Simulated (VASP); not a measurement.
# Al2O3 (Pnnm) in VASP: single point with LDA

Aim: the single point of Al2O3 with LDA.

Everything below comes from runs of VASP 6.6.1. Logs are shortened: lines on timing, memory, paths and dates and some standing lists are left out, and cuts for length are marked.

### Step 1. The cell of the first run

It takes space group Pnnm (No. 58, orthorhombic). The conventional cell has a = 4.593 Å, b = 9.573 Å, c = 2.856 Å, α = 90.00°, β = 90.00°, γ = 90.00°. Within 2.2 Å of Al (site symmetry m) lie 4 O at 1.67 to 1.79 Å. Within 2.3 Å of O (site symmetry m) lie 3 Al at 1.73 to 1.79 Å. O (site symmetry 2/m) has 2 Al at 1.67 Å within 2.2 Å.

### Step 2. Single point, LDA (strain +0.000 along x and y, -0.040 along z)

The input, INCAR:

```
SYSTEM = Al2O3
PREC = Accurate
ENCUT = 1340
EDIFF = 1E-6
ISMEAR = 0
SIGMA = 0.05
LREAL = .False.
LASPH = .True.
NELM = 120
ALGO = Normal
ISIF = 2
LWAVE = .False.
LCHARG = .True.
LELF = .True.
LVHAR = .True.
NBANDS = 35
GGA_COMPAT = .False.
```

The input, KPOINTS:

```
Automatic mesh
0
Gamma
  6 4 8
  0 0 0
```

The input, POSCAR:

```
Al2O3
1.0
    4.5925857122      0.0000000000      0.0000000000
    0.0000000000      9.5731211374      0.0000000000
    0.0000000000      0.0000000000      2.8556043873
Al O
4 6
Direct
    0.4138788494      0.3309999366      0.5000000000
    0.5861211506      0.6690000634      0.5000000000
    0.9138788494      0.1690000634      0.0000000000
    0.0861211506      0.8309999366      0.0000000000
    0.7315554251      0.2226862107      0.5000000000
    0.0000000000      0.0000000000      0.0000000000
    0.7684445749      0.7226862107      0.0000000000
    0.2315554251      0.2773137893      0.0000000000
    0.2684445749      0.7773137893      0.5000000000
    0.5000000000      0.5000000000      0.5000000000
```

Potentials or basis: VASP PAW LDA potentials, release 64 (Al, O_h).

Launch:

```bash
cat potpaw_LDA.64/Al/POTCAR potpaw_LDA.64/O_h/POTCAR > POTCAR
mpirun -np 1 vasp_std > vasp.out
```

OUTCAR:

```text
SYSTEM = Al2O3
   PREC = Accurate
   ENCUT = 1340
   EDIFF = 1E-6
   ISMEAR = 0
   LREAL = .False.
   LASPH = .True.
   NELM = 120
   ISIF = 2

 ion  position               nearest neighbor table
   1  0.414  0.331  0.500-  10 1.67   8 1.73   8 1.73   5 1.79   3 3.12   3 3.12   3 3.12   3 3.12
                             2 3.33
   2  0.586  0.669  0.500-  10 1.67   7 1.73   7 1.73   9 1.79   4 3.12   4 3.12   4 3.12   4 3.12
                             1 3.33
   3  0.914  0.169  0.000-   6 1.67   5 1.73   5 1.73   8 1.79   1 3.12   1 3.12   1 3.12   1 3.12
                             4 3.33
   4  0.086  0.831  0.000-   6 1.67   9 1.73   9 1.73   7 1.79   2 3.12   2 3.12   2 3.12   2 3.12
                             3 3.33
   5  0.732  0.223  0.500-   3 1.73   3 1.73   1 1.79
   6  0.000  0.000  0.000-   3 1.67   4 1.67
   7  0.768  0.723  0.000-   2 1.73   2 1.73   4 1.79
   8  0.232  0.277  0.000-   1 1.73   1 1.73   3 1.79
   9  0.268  0.777  0.500-   4 1.73   4 1.73   2 1.79
  10  0.500  0.500  0.500-   1 1.67   2 1.67

  LATTYP: Found a simple orthorhombic cell.
 ALAT       =     2.8556043873
 B/A-ratio  =     1.6082709960
 C/A-ratio  =     3.3523975450

  Lattice vectors:

 A1 = (   0.0000000000,   0.0000000000,   2.8556043873)
 A2 = (   4.5925857122,   0.0000000000,   0.0000000000)
 A3 = (   0.0000000000,   9.5731211374,   0.0000000000)

Analysis of symmetry for initial positions (statically):
=====================================================================
 Subroutine PRICEL returns:
 Original cell was already a primitive cell.

 Routine SETGRP: Setting up the symmetry group for a
 simple orthorhombic supercell.

 Subroutine GETGRP returns: Found  8 space group operations
 (whereof  4 operations were pure point group operations)
 out of a pool of  8 trial point group operations.

The static configuration has the point symmetry C_2h.
 The point group associated with its full space group is D_2h.

Analysis of symmetry for dynamics (positions and initial velocities):
=====================================================================
 Subroutine PRICEL returns:
 Original cell was already a primitive cell.

 Routine SETGRP: Setting up the symmetry group for a
 simple orthorhombic supercell.

 Subroutine GETGRP returns: Found  8 space group operations
 (whereof  4 operations were pure point group operations)
 out of a pool of  8 trial point group operations.

The dynamic configuration has the point symmetry C_2h.
 The point group associated with its full space group is D_2h.

 Subroutine INISYM returns: Found  8 space group operations
 (whereof  4 operations are pure point group operations),
 and found     1 'primitive' translations

----------------------------------------------------------------------------------------

                                     Primitive cell

  volume of cell :     125.5477

  direct lattice vectors                    reciprocal lattice vectors
     4.592585712  0.000000000  0.000000000     0.217742262  0.000000000  0.000000000
     0.000000000  9.573121137  0.000000000     0.000000000  0.104459140  0.000000000
     0.000000000  0.000000000  2.855604387     0.000000000  0.000000000  0.350188564

  length of vectors
     4.592585712  9.573121137  2.855604387     0.217742262  0.104459140  0.350188564

  position of ions in fractional coordinates (direct lattice)
     0.413878849  0.330999937  0.500000000
     0.586121151  0.669000063  0.500000000
     0.913878849  0.169000063  0.000000000
     0.086121151  0.830999937  0.000000000
     0.731555425  0.222686211  0.500000000
     0.000000000  0.000000000  0.000000000
     0.768444575  0.722686211  0.000000000
     0.231555425  0.277313789  0.000000000
     0.268444575  0.777313789  0.500000000
     0.500000000  0.500000000  0.500000000

  ion indices of the primitive-cell ions
   primitive index   ion index
                 1           1
                 2           2
                 3           3
                 4           4
                 5           5
                 6           6
                 7           7
                 8           8
                 9           9
                10          10

----------------------------------------------------------------------------------------

 KPOINTS: Automatic mesh

Automatic generation of k-mesh.
 Grid dimensions read from file:
 generate k-points for:    6    4    8

 Generating k-lattice:

  Cartesian coordinates                     Fractional coordinates (reciprocal lattice)
     0.036290377  0.000000000  0.000000000     0.166666667  0.000000000  0.000000000
     0.000000000  0.026114785  0.000000000     0.000000000  0.250000000  0.000000000
     0.000000000  0.000000000  0.043773571     0.000000000  0.000000000  0.125000000

  Length of vectors
     0.036290377  0.026114785  0.043773571

  Shift w.r.t. Gamma in fractional coordinates (k-lattice)
     0.000000000  0.000000000  0.000000000

 Subroutine IBZKPT returns following result:
 ===========================================

 Found     60 irreducible k-points:

 Following reciprocal coordinates:
            Coordinates               Weight
  0.000000  0.000000  0.000000      1.000000
  0.166667  0.000000  0.000000      2.000000
  0.333333  0.000000  0.000000      2.000000
  0.500000  0.000000  0.000000      1.000000
  0.000000  0.250000  0.000000      2.000000
  0.166667  0.250000  0.000000      4.000000
[... 16 lines left out ...]
  0.333333  0.500000  0.125000      4.000000
  0.500000  0.500000  0.125000      2.000000
 [... further k-points ...]
   k-points           NKPTS =     60   k-points in BZ     NKDIM =     60   number of bands    NBANDS=     35
   number of dos      NEDOS =    301   number of ions     NIONS =     10
   total plane-waves  NPLWV = 241920
   dimension x,y,z NGX =    56 NGY =  120 NGZ =   36
   dimension x,y,z NGXF=   112 NGYF=  240 NGZF=   72
   ions per type =               4   6
   NGX,Y,Z   is equivalent  to a cutoff of  20.27, 20.84, 20.96 a.u.
   NGXF,Y,Z  is equivalent  to a cutoff of  40.54, 41.68, 41.92 a.u.
 SYSTEM =  Al2O3
   PREC   = accura    normal or accurate (medium, high low for compatibility)
   ISTART =      0    job   : 0-new  1-cont  2-samecut
   ICHARG =      2    charge: 1-file 2-atom 10-const
   ISPIN  =      1    spin polarized calculation?
   LNONCOLLINEAR =      F non collinear calculations
   LSORBIT =      F    spin-orbit coupling
   LASPH  =      T    aspherical Exc in radial PAW
   ENCUT  = 1340.0 eV  98.49 Ry    9.92 a.u.  13.71 28.57  8.52*2*pi/ulx,y,z
   NELM   =    120;   NELMIN=  2; NELMDL= -5     # of ELM steps
   EDIFF  = 0.1E-05   stopping-criterion for ELM
   LREAL  =      F    real-space projection
   EDIFFG = 0.1E-04   stopping-criterion for IOM
   NSW    =      0    number of steps for IOM
   IBRION =     -1    ionic relax: 0-MD 1-quasi-New 2-CG
   NFREE  =      0    steps in history (QN), initial steepest desc. (CG)
   ISIF   =      2    stress and relaxation
   ISYM   =      2    0-nonsym 1-usesym 2-fastsym
   POTIM  = 0.5000    time-step for ionic-motion
   TEBEG  =    0.0;   TEEND  =   0.0 temperature during run
   PSTRESS=    0.0 pullay stress
   NELECT =      48.0000    total number of electrons
   NUPDOWN=      -1.0000    fix difference up-down
   EMIN   =  10.00;   EMAX   =-10.00  energy-range for DOS
   EFERMI =   0.00;   METHOD = LEGACY
   ISMEAR =     0;   SIGMA  =   0.05  broadening in eV -4-tet -1-fermi 0-gaus
   EFERMI_NEDOS =   21; number of points for ismear=-14 and -15
   IALGO  =     38    algorithm
   IMIX   =      4    mixing-type and parameters
     AMIX     =   0.40;   BMIX     =  1.00
     AMIX_MAG =   1.60;   BMIX_MAG =  1.00
  volume/ion in A,a.u.               =      12.55        84.72
  Fermi-wavevector in a.u.,A,eV,Ry     =   1.188189  2.245352 19.208620  1.411794
  Thomas-Fermi vector in A             =   2.324324
   LORBIT       =      0    0 simple, 1 ext, 2 COOP (PROOUT), +10 PAW based schemes
   GGA     = CA    functional components
   LHFCALC =     F    Hartree Fock is set to
   AEXX    =    0.0000 exact exchange contribution
   IVDW    =     0    specifies the selected vdW correction
   LEPSILON=     F    determine dielectric tensor
   LRPA    =     F    only Hartree local field effects (RPA)
 non-spin polarized calculation
 Gauss-broadening in eV      SIGMA  =   0.05
  energy-cutoff  :     1340.00
  volume of cell :      125.55
 maximum number of plane-waves:     14040
 NGX is ok and might be reduce to    56
   NGX = 27   NGY = 57   NGZ = 17

 number of electron      48.0000001 magnetization

 Free energy of the ion-electron system (eV)
  ---------------------------------------------------
  ext. energy  EPLUGINS =         0.00000000
  ---------------------------------------------------
  free energy    TOTEN  =       -80.75676744 eV

  energy without entropy =      -80.75676744  energy(sigma->0) =      -80.75676744

 E-fermi :   3.2896     XC(G=0):  -9.7160

 val. band max:        2.9952741533   @ k =   0.0000   0.0000   0.0000
 cond. band min:       6.4227352249   @ k =   0.0000   0.0000   0.0000
 fundamental gap:      3.4274610716
 Fermi energy:         3.2896229480

 k-point     1 :       0.0000    0.0000    0.0000
  band No.  band energies     occupation
      1     -16.6373      2.00000
      2     -16.5570      2.00000
      3     -15.2409      2.00000
      4     -15.2170      2.00000
      5     -13.5835      2.00000
      6     -13.4299      2.00000
[... 27 lines left out ...]
     34      13.8551      0.00000
     35      14.8515      0.00000

 k-point     2 :       0.1667    0.0000    0.0000
  band No.  band energies     occupation
      1     -16.5584      2.00000
      2     -16.4797      2.00000
      3     -15.3550      2.00000
      4     -15.3228      2.00000
      5     -13.5658      2.00000
      6     -13.4354      2.00000
[... 27 lines left out ...]
     34      13.4580      0.00000
     35      14.5422      0.00000
[... 796 lines left out ...]
     34      13.7298      0.00000
     35      14.3786      0.00000

 k-point    24 :       0.5000    0.5000    0.1250
  band No.  band energies     occupation
      1     -15.9168      2.00000
      2     -15.9168      2.00000
      3     -15.8629      2.00000
      4     -15.8629      2.00000
      5     -13.4306      2.00000
      6     -13.4306      2.00000
[... 27 lines left out ...]
     34      13.8836      0.00000
     35      13.9623      0.00000

 [... further k-points ...]
[... 5 lines left out ...]
  --------------------------------------------------------------------------------------
  -------------------------------------------------------------------------------------
  Total        3.7751760      1.8572467     12.9313585      0.0000000      0.0000000      0.0000000
  in kB       48.1769078     23.7012536    165.0235290      0.0000000      0.0000000      0.0000000
  external PRESSURE =      78.9672301 kB  Pullay stress =       0.0000000 kB

 VOLUME and BASIS-vectors are now :
 -----------------------------------------------------------------------------
  energy-cutoff  :     1340.00
  volume of cell :      125.55
      direct lattice vectors                 reciprocal lattice vectors
     4.592585712  0.000000000  0.000000000     0.217742262  0.000000000  0.000000000
     0.000000000  9.573121137  0.000000000     0.000000000  0.104459140  0.000000000
     0.000000000  0.000000000  2.855604387     0.000000000  0.000000000  0.350188564

 POSITION                                       TOTAL-FORCE (eV/Angst)
 -----------------------------------------------------------------------------------
      1.90077      3.16870      1.42780         0.562695      0.438091     -0.000000
      2.69181      6.40442      1.42780        -0.562695     -0.438091      0.000000
      4.19707      1.61786      0.00000         0.562695     -0.438091      0.000000
      0.39552      7.95526      0.00000        -0.562695      0.438091      0.000000
      3.35973      2.13180      1.42780        -0.648293      0.426959     -0.000000
      0.00000      0.00000      0.00000         0.000000     -0.000000      0.000000
      3.52915      6.91836      0.00000         0.648293      0.426959      0.000000
      1.06344      2.65476      0.00000        -0.648293     -0.426959     -0.000000
      1.23285      7.44132      1.42780         0.648293     -0.426959      0.000000
      2.29629      4.78656      1.42780         0.000000     -0.000000      0.000000
 -----------------------------------------------------------------------------------
    total drift:                                0.000000     -0.000000     -0.000000

  FREE ENERGIE OF THE ION-ELECTRON SYSTEM (eV)
  ---------------------------------------------------
  free  energy   TOTEN  =       -80.7567674372 eV

  energy  without entropy=      -80.7567674372  energy(sigma->0) =      -80.75676744
```

Run time: 9.4 min. Hardware: 1 thread of Intel Xeon 6975P-C (Granite Rapids), shared host; peak memory 0.93 GiB.

What came out:

- Free energy: -80.7568 eV
- Pressure: 7.9 GPa
- Largest force: 0.776 eV/Å
- Band gap on the k mesh: 3.43 eV

Forces on the atoms (eV/Å):
```
Al   0.563  0.438  0.000
Al  -0.563 -0.438  0.000
Al   0.563 -0.438  0.000
Al  -0.563  0.438  0.000
O   -0.648  0.427  0.000
O    0.000  0.000  0.000
O    0.648  0.427  0.000
O   -0.648 -0.427  0.000
O    0.648 -0.427  0.000
O    0.000  0.000  0.000
```

Stress tensor (GPa, compression positive):
```
 4.82  0.00  0.00
 0.00  2.37  0.00
 0.00  0.00 16.50
```

Caveat: the cell differs from its parent crystal (strain +0.000 along x and y, -0.040 along z); the stress differs along the axes, from 2 to 17 GPa. A k mesh can miss the band edges.
